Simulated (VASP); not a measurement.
Input of a VASP 6.6.1 run:

File INCAR:

```
SYSTEM = PbS
PREC = Accurate ; ENCUT = 520
EDIFF = 1E-8 ; ISMEAR = -1
SIGMA = 0.01 ; LREAL = .False.
LASPH = .True. ; NELM = 60
ALGO = Normal ; ISIF = 2
LWAVE = .False. ; LCHARG = .False.
GGA = PE ; LEFG = .True.
NBANDS = 17
```

The input KPOINTS:

```
Automatic mesh
0
Gamma
  7 7 7
  0 0 0
```

POSCAR

```
PbS
1.0
   -0.0444750000      2.9650000000      2.9650000000
    2.9650000000     -0.0444750000      2.9650000000
    2.9205250000      2.9205250000      0.0000000000
Pb S
1 1
Direct
    0.0000000000      0.0000000000      0.0000000000
    0.5000000000      0.5000000000      0.5000000000
```

Potentials or basis: VASP PAW PBE potentials, release 64 (Pb_d, S).

Command:

```sh
$ cat potpaw_PBE.64/Pb_d/POTCAR potpaw_PBE.64/S/POTCAR > POTCAR
$ mpirun -np 1 vasp_std > vasp.out
```

Q: What does it give for the pressure?

A: 2.2 GPa.

Q: Predict the band gap on the k mesh.

A: 0.82 eV, indirect (least direct gap 0.92 eV).

Electric field gradients, principal values (V/Å²):
| atom | least | middle | greatest (by size) |
| --- | --- | --- | --- |
| 1 Pb | -0.460 | -2.991 | 3.451 |
| 2 S | 0.112 | 4.404 | -4.516 |

Caveat: the cell differs from its parent crystal (xy shear strain of -3 %); without QUAD_EFG the Cq values of the log hold for a quadrupole moment of 1 mb, not for the nuclei; spin-orbit coupling is left out, which moves the levels of the heavy elements. A k mesh can miss the band edges.
